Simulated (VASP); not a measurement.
**BN: relaxation of shape and atoms at fixed volume with PBEsol+D3(BJ)**

Crystal: BN.

```
CELL_PARAMETERS angstrom
2.51431 0.00249 -0.24189
-1.24762 2.18296 0.24172
-0.93414 -0.91858 3.36812
ATOMIC_POSITIONS crystal
B 0.99107 0.99144 0.99390
N 0.65707 0.32445 0.99291
```

This cell differs from its parent crystal: volume scaled by 1.06.

| Quantity | Value |
| --- | --- |
| Program | VASP 6.6.1 |
| Task | relaxation of shape and atoms at fixed volume |
| Functional | PBEsol |
| Dispersion | D3(BJ) |
| Potentials or basis | VASP PAW PBE potentials, release 64 (B, N) |
| Cutoff | 600 eV |
| k mesh | 12 × 12 × 12 |
| Occupations | gaussian, width 0.02 eV |
| Spin | no spin polarisation |
| Dipole correction | no |
| Further INCAR settings | ALGO = Normal; EDIFF = 1e-06; IBRION = 2; EDIFFG = -0.01; NSW = 50; ISIF = 4 |

| Item | Value |
| --- | --- |
| Energy gained by relaxing | 4.5 meV/atom |
| Ionic steps | 2 |
| Pressure after relaxing | -1.6 GPa |
| Largest force after relaxing | 0.008 eV/Å |
| Band gap on the k mesh | 4.15 eV, indirect (least direct gap 4.62 eV) |
| Dispersion energy per atom | -0.099 eV |

Forces in eV/Å, atoms in the order of the input:
```
B    0.000  0.000 -0.008
N    0.000  0.000  0.008
```

The path:
```tsv
step	energy change (eV)	largest force (eV/Å)	pressure (GPa)	volume (Å³)
1	0.0000	0.0039	-7.40	18.28
2	-0.0091	0.0081	-1.60	18.28
```

Final structure:
```
B N
1.0
     2.49310    0.00246   -0.23995
    -1.23710    2.16454    0.23979
    -0.91831   -0.91542    3.42367
B N
1 1
Direct
  0.99103 0.99142 0.99384
  0.65711 0.32446 0.99296
```

Levels at points of the mesh, in eV from the valence-band top:
```tsv
k point	band 2	band 3	band 4	band 5	band 6	band 7
(0.00, 0.00, 0.00)	-4.18	-1.27	-1.27	4.98	11.62	11.62
(0.50, 0.00, 0.00)	-8.81	-4.12	-1.19	4.17	9.82	14.05
(0.00, 0.50, 0.00)	-8.93	-4.06	-0.60	5.20	9.84	12.87
(0.50, 0.50, 0.00)	-8.94	-4.06	-0.59	5.23	9.82	12.85
(0.00, 0.00, 0.50)	-6.20	-1.28	-1.28	9.99	11.54	11.54
(0.50, 0.00, 0.50)	-8.93	-4.06	-0.60	5.20	9.84	12.87
(0.00, 0.50, 0.50)	-8.81	-4.12	-1.19	4.17	9.82	14.05
(0.50, 0.50, 0.50)	-8.80	-4.12	-1.20	4.15	9.82	14.07
```

It took 2.1 min on 1 thread of Intel(R) Xeon(R) Platinum 8375C CPU @ 2.90GHz (Ice Lake) (shared host), peak memory 0.28 GiB.

Caveat: the cell differs from its parent crystal (volume scaled by 1.06); the PAW data sets were made with another functional, which shifts forces and pressure a little. A k mesh can miss the band edges.
